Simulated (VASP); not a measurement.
# Ir (P6_3/mmc) in VASP: notebook

The runs below take Ir through relaxation of cell and atoms, single point, with revPBE, BLYP, BLYP+D4, PBE.

Program: VASP 6.6.1. These are calculated values, not measurements. Logs are shortened: lines on timing, memory, paths and dates and some standing lists are left out, and cuts for length are marked.

## 1. The cell of the first run

The structure is hexagonal, space group P6_3/mmc (No. 194). Conventional cell: a = 2.751 Å, b = 2.751 Å, c = 4.462 Å, α = 90.00°, β = 90.00°, γ = 120.00°. Within 3.6 Å of Ir (site symmetry -6m2) lie 12 Ir at 2.74 to 2.75 Å.

## 2. Relaxation of cell and atoms, revPBE

The input, INCAR:

```
PREC = Accurate
ENCUT = 600
EDIFF = 1E-6
ISMEAR = -1
SIGMA = 0.05
LREAL = F
LASPH = T
NELM = 100
ALGO = Normal
ISIF = 3
LWAVE = F
LCHARG = F
GGA = RE
IBRION = 2
NSW = 60
EDIFFG = -0.01
```

The input, KPOINTS:

```
regular mesh
0
Gamma
  11 11 6
```

The input, POSCAR:

```
Ir
1.0
    2.7513778946      0.0000000000      0.0000000000
   -1.3756889473      2.3827631521      0.0000000000
    0.0000000000      0.0000000000      4.4622900000
Ir
2
Direct
    0.3333333333      0.6666666667      0.2500000000
    0.6666666667      0.3333333333      0.7500000000
```

Potentials or basis: VASP PAW PBE potentials, release 64 (Ir).

Launch:

```
> cat potpaw_PBE.64/Ir/POTCAR > POTCAR
> mpirun -np 1 vasp_std > vasp.out
```

OUTCAR:

```text
PREC = Accurate
   ENCUT = 600
   EDIFF = 1E-6
   ISMEAR = -1
   LREAL = F
   LASPH = T
   NELM = 100
   ISIF = 3
   GGA = RE
   IBRION = 2
   NSW = 60
   EDIFFG = -0.01

 ion  position               nearest neighbor table
   1  0.333  0.667  0.250-   2 2.74   2 2.74   2 2.74   2 2.74   2 2.74   2 2.74
   2  0.667  0.333  0.750-   1 2.74   1 2.74   1 2.74   1 2.74   1 2.74   1 2.74

  LATTYP: Found a hexagonal cell.
 ALAT       =     2.7513778946
 C/A-ratio  =     1.6218382828

  Lattice vectors:

 A1 = (   2.7513778946,   0.0000000000,   0.0000000000)
 A2 = (  -1.3756889473,   2.3827631521,   0.0000000000)
 A3 = (   0.0000000000,   0.0000000000,   4.4622900000)

Analysis of symmetry for initial positions (statically):
=====================================================================
 Subroutine PRICEL returns:
 Original cell was already a primitive cell.

 Routine SETGRP: Setting up the symmetry group for a
 hexagonal supercell.

 Subroutine GETGRP returns: Found 24 space group operations
 (whereof 12 operations were pure point group operations)
 out of a pool of 24 trial point group operations.

The static configuration has the point symmetry D_3d.
 The point group associated with its full space group is D_6h.

Analysis of symmetry for dynamics (positions and initial velocities):
=====================================================================
 Subroutine PRICEL returns:
 Original cell was already a primitive cell.

 Routine SETGRP: Setting up the symmetry group for a
 hexagonal supercell.

 Subroutine GETGRP returns: Found 24 space group operations
 (whereof 12 operations were pure point group operations)
 out of a pool of 24 trial point group operations.

The dynamic configuration has the point symmetry D_3d.
 The point group associated with its full space group is D_6h.

 Subroutine INISYM returns: Found 24 space group operations
 (whereof 12 operations are pure point group operations),
 and found     1 'primitive' translations

----------------------------------------------------------------------------------------

                                     Primitive cell

  volume of cell :      29.2542

  direct lattice vectors                    reciprocal lattice vectors
     2.751377895  0.000000000  0.000000000     0.363454254  0.209840411  0.000000000
    -1.375688947  2.382763152  0.000000000     0.000000000  0.419680823  0.000000000
     0.000000000  0.000000000  4.462290000     0.000000000  0.000000000  0.224100182

  length of vectors
     2.751377895  2.751377895  4.462290000     0.419680823  0.419680823  0.224100182

  position of ions in fractional coordinates (direct lattice)
     0.333333333  0.666666667  0.250000000
     0.666666667  0.333333333  0.750000000

[... 101 lines left out ...]
   GGA     = RE    functional components
   LHFCALC =     F    Hartree Fock is set to
   AEXX    =    0.0000 exact exchange contribution
   IVDW    =     0    specifies the selected vdW correction
   LEPSILON=     F    determine dielectric tensor
   LRPA    =     F    only Hartree local field effects (RPA)
 conjugate gradient relaxation of ions
 non-spin polarized calculation
  energy-cutoff  :      600.00
  volume of cell :       29.25
 maximum number of plane-waves:      1002
 NGX is ok and might be reduce to    24
   NGX = 11   NGY = 11   NGZ = 17

--------------------------------------- Ionic step        1  -------------------------------------------

 number of electron      17.9999998 magnetization

 Free energy of the ion-electron system (eV)
  ---------------------------------------------------
  ext. energy  EPLUGINS =         0.00000000
  ---------------------------------------------------
  free energy    TOTEN  =       -16.47569643 eV

  energy without entropy =      -16.44980604  energy(sigma->0) =      -16.46275123

------------------------ aborting loop because EDIFF is reached ----------------------------------------

  FORCE on cell =-STRESS in cart. coord.  units (eV):
  Direction    XX          YY          ZZ          XY          YZ          ZX
  --------------------------------------------------------------------------------------
  -------------------------------------------------------------------------------------
  Total        0.4044543      0.4044543      0.3450764     -0.0000000      0.0000000      0.0000000
  in kB       22.1508877     22.1508877     18.8989173     -0.0000000      0.0000000      0.0000000
  external PRESSURE =      21.0668976 kB  Pullay stress =       0.0000000 kB
[... 131 lines left out ...]
--------------------------------------- Ionic step        5  -------------------------------------------

 number of electron      17.9999998 magnetization

 Free energy of the ion-electron system (eV)
  ---------------------------------------------------
  ext. energy  EPLUGINS =         0.00000000
  ---------------------------------------------------
  free energy    TOTEN  =       -16.47688891 eV

  energy without entropy =      -16.45060403  energy(sigma->0) =      -16.46374647

 E-fermi :   9.8824     XC(G=0): -13.7252

 val. band max:        9.8754559295   @ k =   0.3636   0.1818   0.1667
 cond. band min:       9.8871312211   @ k =   0.2727   0.0909   0.3333
 fundamental gap:      0.0116752917
 Fermi energy:         9.8824319417

 k-point     1 :       0.0000    0.0000    0.0000
  band No.  band energies     occupation
      1      -0.8946      2.00000
      2       2.1347      2.00000
      3       6.1892      2.00000
      4       6.2797      2.00000
      5       6.2797      2.00000
      6       6.8995      2.00000
      7       6.8995      2.00000
      8       7.6366      2.00000
      9       7.6366      2.00000
     10       9.1984      2.00000
     11      10.1471      0.00999
     12      10.1471      0.00999
     13      16.6549      0.00000
[... 354 lines left out ...]
  band No.  band energies     occupation
      1       1.2593      2.00000
      2       3.6072      2.00000
      3       4.8272      2.00000
      4       5.0526      2.00000
      5       6.0026      2.00000
      6       6.5898      2.00000
      7       7.0799      2.00000
      8       7.7773      2.00000
      9       8.4010      2.00000
     10       8.6274      2.00000
     11      10.3834      0.00009
     12      13.6138      0.00000
     13      18.5362      0.00000

 [... further k-points ...]

------------------------ aborting loop because EDIFF is reached ----------------------------------------

  FORCE on cell =-STRESS in cart. coord.  units (eV):
  Direction    XX          YY          ZZ          XY          YZ          ZX
  --------------------------------------------------------------------------------------
  -------------------------------------------------------------------------------------
  Total        0.0056721      0.0056721      0.0097233      0.0000000     -0.0000000      0.0000000
  in kB        0.3087504      0.3087504      0.5292724      0.0000000     -0.0000000      0.0000000
  external PRESSURE =       0.3822578 kB  Pullay stress =       0.0000000 kB
[... 17 lines left out ...]
  FREE ENERGIE OF THE ION-ELECTRON SYSTEM (eV)
  ---------------------------------------------------
  free  energy   TOTEN  =       -16.4768889099 eV

  energy  without entropy=      -16.4506040347  energy(sigma->0) =      -16.46374647

 reached required accuracy - stopping structural energy minimisation
```

OSZICAR:

```text
N       E                     dE             d eps       ncg     rms          rms(c)
DAV:   1     0.165737274088E+03    0.16574E+03   -0.93426E+03  1664   0.155E+03
DAV:   2    -0.101975015747E+02   -0.17593E+03   -0.16175E+03  1694   0.384E+02
DAV:   3    -0.173864376900E+02   -0.71889E+01   -0.66678E+01  2071   0.863E+01
[... 33 lines left out ...]
       N       E                     dE             d eps       ncg     rms          rms(c)
DAV:   1    -0.164769427458E+02   -0.69544E-04   -0.40076E-03  1749   0.555E-01    0.385E-02
DAV:   2    -0.164769008243E+02    0.41922E-04   -0.59554E-05  2149   0.919E-02    0.171E-02
DAV:   3    -0.164768890533E+02    0.11771E-04   -0.17177E-05  1849   0.388E-02    0.654E-03
DAV:   4    -0.164768889099E+02    0.14338E-06   -0.12297E-06   892   0.168E-02
   5 F= -.16476889E+02 E0= -.16463746E+02  d E =-.156687E-04
```

It took 36 s on 1 thread of AMD EPYC 9R45 (Zen 5), shared host; peak memory 0.15 GiB.

Results:

| Property | Result |
| --- | --- |
| Free energy | -16.4769 eV |
| Relaxed volume | 14.72 Å³/atom |
| Relaxed cell | a = 2.758 Å, b = 2.758 Å, c = 4.467 Å, α = 90.00°, β = 90.00°, γ = 120.00° |
| Space group after relaxing (to 0.05 Å) | P6_3/mmc (No. 194) |
| Energy gained by relaxing | 0.6 meV/atom |
| Ionic steps | 5 |
| Pressure after relaxing | 0.0 GPa |
| Band gap on the k mesh | zero (band 9 reaches 10.79 eV, above the bottom of band 10 at 7.75 eV) |

The path:
```tsv
step	energy change (eV)	largest force (eV/Å)	pressure (GPa)	volume (Å³)
1	0.0000	0.0000	2.11	29.25
2	0.0127	0.0000	-6.76	30.08
3	-0.0012	0.0000	-0.01	29.44
4	-0.0012	0.0000	0.04	29.43
5	-0.0012	0.0000	0.04	29.43
```

Final structure:
```
CELL_PARAMETERS angstrom
2.75822 0.00000 0.00000
-1.37911 2.38868 0.00000
0.00000 0.00000 4.46743
ATOMIC_POSITIONS crystal
Ir 0.33333 0.66667 0.25000
Ir 0.66667 0.33333 0.75000
```

Levels at points of the mesh, in eV from the Fermi level:
| k point | band 7 | band 8 | band 9 | band 10 | band 11 | band 12 |
| --- | --- | --- | --- | --- | --- | --- |
| (0.00, 0.00, 0.00) | -2.98 | -2.25 | -2.25 | -0.68 | 0.26 | 0.26 |
| (0.00, 0.00, 0.50) | -3.72 | -3.72 | -0.44 | -0.44 | -0.44 | -0.44 |

Caveat: the PAW data sets were made with another functional, which shifts forces and pressure a little; spin-orbit coupling is left out, which moves the levels of the heavy elements.

## 3. Relaxation of cell and atoms, BLYP

The input, INCAR:

```
PREC = Accurate ; ENCUT = 600
EDIFF = 1E-6 ; ISMEAR = -1
SIGMA = 0.05 ; LREAL = False
LASPH = True ; NELM = 80
ALGO = Normal ; ISIF = 3
LWAVE = False ; LCHARG = False
GGA = B5 ; ALDAX = 1.0
AGGAX = 1.0 ; AGGAC = 1.0
ALDAC = 0.0 ; IBRION = 2
NSW = 60 ; EDIFFG = -0.01
```

KPOINTS is that of step 2.

POSCAR is that of step 2.

Potentials or basis: VASP PAW PBE potentials, release 64 (Ir).

Launch:

```
> cat potpaw_PBE.64/Ir/POTCAR > POTCAR
> mpirun -np 1 vasp_std > vasp.out
```

Run time: 1.9 min. Hardware: 1 thread of AMD EPYC 9R45 (Zen 5), shared host; peak memory 0.15 GiB.

It converged, with:

```
Free energy                            : -14.7450 eV
Relaxed volume                         : 15.46 Å³/atom
Relaxed cell                           : a = 2.804 Å, b = 2.804 Å, c = 4.541 Å, α = 90.00°, β = 90.00°, γ = 120.00°
Space group after relaxing (to 0.05 Å) : P6_3/mmc (No. 194)
Energy gained by relaxing              : 44.9 meV/atom
Ionic steps                            : 9
Pressure after relaxing                : 0.0 GPa
Band gap on the k mesh                 : zero (band 9 reaches 10.43 eV, above the bottom of band 10 at 7.68 eV)
```

Step by step:
```tsv
step	energy change (eV)	largest force (eV/Å)	pressure (GPa)	volume (Å³)
1	0.0000	0.0000	18.27	29.25
2	0.6212	0.0000	-31.54	36.90
3	-0.0893	0.0000	-1.21	31.06
4	-0.0898	0.0000	-0.13	30.93
5	-0.0898	0.0000	0.17	30.90
6	-0.0898	0.0000	0.19	30.90
7	-0.0898	0.0000	0.19	30.90
8	-0.0898	0.0000	-0.22	30.95
9	-0.0898	0.0000	0.00	30.92
```

Final structure:
```
Ir
1.0
     2.80396    0.00000    0.00000
    -1.40198    2.42830    0.00000
     0.00000    0.00000    4.54111
Ir
2
Direct
  0.33333 0.66667 0.25000
  0.66667 0.33333 0.75000
```

Levels at points of the mesh, in eV from the Fermi level:
| k point | band 7 | band 8 | band 9 | band 10 | band 11 | band 12 |
| --- | --- | --- | --- | --- | --- | --- |
| (0.00, 0.00, 0.00) | -2.79 | -2.11 | -2.11 | -0.25 | 0.24 | 0.24 |
| (0.00, 0.00, 0.50) | -3.47 | -3.47 | -0.44 | -0.44 | -0.44 | -0.44 |

Caveat: the PAW data sets were made with another functional, which shifts forces and pressure a little; spin-orbit coupling is left out, which moves the levels of the heavy elements.

## 4. Single point, BLYP+D4

This run uses another cell than the first one, of 14.48 Å³/atom, 0.990 times its volume.

The input, INCAR:

```
AGGAC    = 1.0          
AGGAX    = 1.0          
ALDAC    = 0.0          
ALDAX    = 1.0          
ALGO     = Normal         # electronic algorithm
EDIFF    = 1E-6           # SCF threshold, eV
ENCUT    = 520            # plane-wave cutoff, eV
GGA      = B5             # functional
ISIF     = 2              # what is computed and relaxed
ISMEAR   = -1             # smearing method
IVDW     = 13             # dispersion correction
LASPH    = True           # aspherical terms in the spheres
LCHARG   = False          # write CHGCAR
LREAL    = False          # projectors in reciprocal space
LWAVE    = False          # write WAVECAR
NBANDS   = 16             # bands
NELM     = 100            # most SCF steps
PREC     = Accurate       # precision mode
SIGMA    = 0.05           # smearing width, eV
VDW_A1   = 0.44488865   
VDW_A2   = 4.0933009    
VDW_S6   = 1.0          
VDW_S8   = 2.34076671
```

The input, KPOINTS:

```
k-points
0
Gamma
  11 11 6
```

The input, POSCAR:

```
Ir
1.0
    2.7422078241      0.0000000000      0.0000000000
   -1.3711039121      2.3748216382      0.0000000000
    0.0000000000      0.0000000000      4.4471448323
Ir
2
Direct
    0.3333333333      0.6666666667      0.2500000000
    0.6666666667      0.3333333333      0.7500000000
```

Potentials or basis: VASP PAW PBE potentials, release 64 (Ir).

Launch:

```
> cat potpaw_PBE.64/Ir/POTCAR > POTCAR
> mpirun -np 1 vasp_std > vasp.out
```

OUTCAR:

```text
EDIFF = 1E-6
   ENCUT = 520
   GGA = B5
   ISIF = 2
   ISMEAR = -1
   IVDW = 13
   LASPH = True
   LREAL = False
   NELM = 100
   PREC = Accurate

 ion  position               nearest neighbor table
   1  0.333  0.667  0.250-   2 2.73   2 2.73   2 2.73   2 2.73   2 2.73   2 2.73
   2  0.667  0.333  0.750-   1 2.73   1 2.73   1 2.73   1 2.73   1 2.73   1 2.73

  LATTYP: Found a hexagonal cell.
 ALAT       =     2.7422078241
 C/A-ratio  =     1.6217388023

  Lattice vectors:

 A1 = (   2.7422078241,   0.0000000000,   0.0000000000)
[... 644 lines left out ...]

  DFT-D4 for vdW energy calculation

  Edisp (eV):   -3.51288

  FORCE on cell =-STRESS in cart. coord.  units (eV):
  Direction    XX          YY          ZZ          XY          YZ          ZX
  --------------------------------------------------------------------------------------
  -------------------------------------------------------------------------------------
  Total       0.52824     0.52824     0.55065    -0.00000    -0.00000     0.00000
  in kB      29.22336    29.22336    30.46281    -0.00000    -0.00000     0.00000
  external pressure =       29.64 kB  Pullay stress =        0.00 kB

 VOLUME and BASIS-vectors are now :
 -----------------------------------------------------------------------------
  energy-cutoff  :      520.00
  volume of cell :       28.96
      direct lattice vectors                 reciprocal lattice vectors
     2.742207824  0.000000000  0.000000000     0.364669662  0.210542127  0.000000000
    -1.371103912  2.374821638  0.000000000     0.000000000  0.421084255  0.000000000
     0.000000000  0.000000000  4.447144832     0.000000000  0.000000000  0.224863376

 POSITION                                       TOTAL-FORCE (eV/Angst)
 -----------------------------------------------------------------------------------
     -0.00000      1.58321      1.11179         0.000000     -0.000000      0.000000
      1.37110      0.79161      3.33536        -0.000000      0.000000      0.000000
 -----------------------------------------------------------------------------------
    total drift:                               -0.000000      0.000000     -0.000000

  FREE ENERGIE OF THE ION-ELECTRON SYSTEM (eV)
  ---------------------------------------------------
  free  energy   TOTEN  =       -18.1312990738 eV

  energy  without entropy=      -18.1043858193  energy(sigma->0) =      -18.11784245
```

stdout:

```text
POSCAR found type information on POSCAR Ir
 POSCAR found :  1 types and       2 ions
 scaLAPACK will be used
 -----------------------------------------------------------------------------
|                                                                             |
|                                                                             |
|     You enforced a specific xc type in the INCAR file but a different       |
|     I HOPE YOU KNOW WHAT YOU ARE DOING!                                     |
|                                                                             |
 -----------------------------------------------------------------------------

 LDA part: xc-table for (Slater(with rela. corr.)+VWN5), standard interpolation
 POSCAR, INCAR and KPOINTS ok, starting setup
 FFT: planning ... GRIDC
 FFT: planning ... GRID_SOFT
 FFT: planning ... GRID
 WAVECAR not read
 entering main loop
```

Wall time 51 s (1 thread of Intel Xeon 8259CL, shared host); peak memory 0.16 GiB.

What came out:

```
Free energy                : -18.1313 eV
Pressure                   : 3.0 GPa
Band gap on the k mesh     : zero (band 9 reaches 11.63 eV, above the bottom of band 10 at 8.57 eV)
Dispersion energy per atom : -1.756 eV
```

Caveat: the PAW data sets were made with another functional, which shifts forces and pressure a little; spin-orbit coupling is left out, which moves the levels of the heavy elements; pairwise dispersion overbinds metals, which lowers pressure and volume.

(Part 1 of 2 ends here.)
